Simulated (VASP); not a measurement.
**KMgF3 (cubic perovskite): single point with LDA**

The system is KMgF3 (cubic perovskite).

```xyz
5
Lattice="3.6397 0.0000 0.0000 0.0000 3.6397 0.0000 0.0000 0.0000 3.6397" Properties=species:S:1:pos:R:3 pbc="T T T"
K     1.8198    1.8198    1.8198
Mg    0.0000    0.0000    0.0000
F     1.8198    0.0000    0.0000
F     0.0000    1.8198    0.0000
F     0.0000    0.0000    1.8198
```

This cell differs from its parent crystal: volume scaled by 0.75.

```
Program                : VASP 6.6.1
Task                   : single point
Functional             : LDA
Potentials or basis    : VASP PAW LDA potentials, release 64 (K_sv, Mg, F)
Cutoff                 : 520 eV
k mesh                 : 6 × 6 × 6
Occupations            : gaussian, width 0.01 eV
Spin                   : no spin polarisation
Dipole correction      : no
Further INCAR settings : ALGO = Normal; EDIFF = 1e-06; NBANDS = 24
```

The pressure is 29.4 GPa. The band gap on the k mesh is 9.41 eV, indirect (least direct gap 9.68 eV).

Levels at points of the mesh, in eV from the valence-band top:
```
           k point  band 12  band 13  band 14  band 15  band 16  band 17  band 18  band 19  band 20  band 21
(0.00, 0.00, 0.00)    -0.97    -0.97    -0.27    -0.27    -0.27     9.41    10.03    10.03    12.60    12.60
(0.50, 0.00, 0.00)    -1.44    -1.21    -1.21    -0.72    -0.72    11.57    11.57    13.27    13.48    14.02
(0.50, 0.50, 0.00)    -1.68    -1.44    -1.09    -1.09    -0.04    12.24    12.72    13.91    13.91    15.24
(0.50, 0.50, 0.50)    -1.42    -1.42     0.00     0.00     0.00    11.27    11.27    11.27    15.25    15.25
```

Wall time 8.7 s on 1 thread of Intel(R) Xeon(R) 6975P-C (Granite Rapids), on a shared host, peak memory 0.14 GiB.

 A k mesh can miss the band edges.
